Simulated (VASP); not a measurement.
Wanted: the native input for a VASP 6.6.1 run.

| Property | Result |
| --- | --- |
| Task | single point |
| Functional | PBEsol |
| Potentials or basis | VASP PAW PBE potentials, release 64 (Na_pv, Cl) |
| Cutoff | 520 eV |
| k mesh | 8 × 8 × 8 |
| Occupations | gaussian, width 0.02 eV |
| Spin | no spin polarisation |
| Dipole correction | no |
| Further INCAR settings | ALGO = Normal; EDIFF = 1e-07; NBANDS = 14 |

The structure of NaCl lies in POSCAR:

```
NaCl
1.0
    0.0000000000      2.8009521958      2.8009521958
    2.8009521958      0.0000000000      2.8009521958
    2.8009521958      2.8009521958      0.0000000000
Na Cl
1 1
Direct
    0.0000000000      0.0000000000      0.0000000000
    0.5000000000      0.5000000000      0.5000000000
```

These files were run (other wordings do the same):

INCAR

```
PREC     = Accurate       # precision mode
ENCUT    = 520            # plane-wave cutoff, eV
EDIFF    = 1E-7           # SCF threshold, eV
ISMEAR   = 0              # smearing method
SIGMA    = 0.02           # smearing width, eV
LREAL    = F              # projectors in reciprocal space
LASPH    = T              # aspherical terms in the spheres
NELM     = 100            # most SCF steps
ALGO     = Normal         # electronic algorithm
ISIF     = 2              # what is computed and relaxed
LWAVE    = F              # write WAVECAR
LCHARG   = T              # write CHGCAR
GGA      = PS             # functional
LELF     = T              # ELF
LVHAR    = T            
NBANDS   = 14             # bands
```

KPOINTS

```
regular mesh
0
Gamma
  8 8 8
```

Potentials or basis: VASP PAW PBE potentials, release 64 (Na_pv, Cl).

Command:

```console
$ cat potpaw_PBE.64/Na_pv/POTCAR potpaw_PBE.64/Cl/POTCAR > POTCAR
$ mpirun -np 1 vasp_std > vasp.out
```

Results of the run:

```
Pressure               : 0.0 GPa
Band gap on the k mesh : 5.01 eV, direct
```

Caveat: the PAW data sets were made with another functional, which shifts forces and pressure a little.

Run time: 18 s on 1 thread of Intel(R) Xeon(R) Platinum 8259CL CPU @ 2.50GHz (Skylake/Cascade Lake) (shared host), peak memory 0.16 GiB.
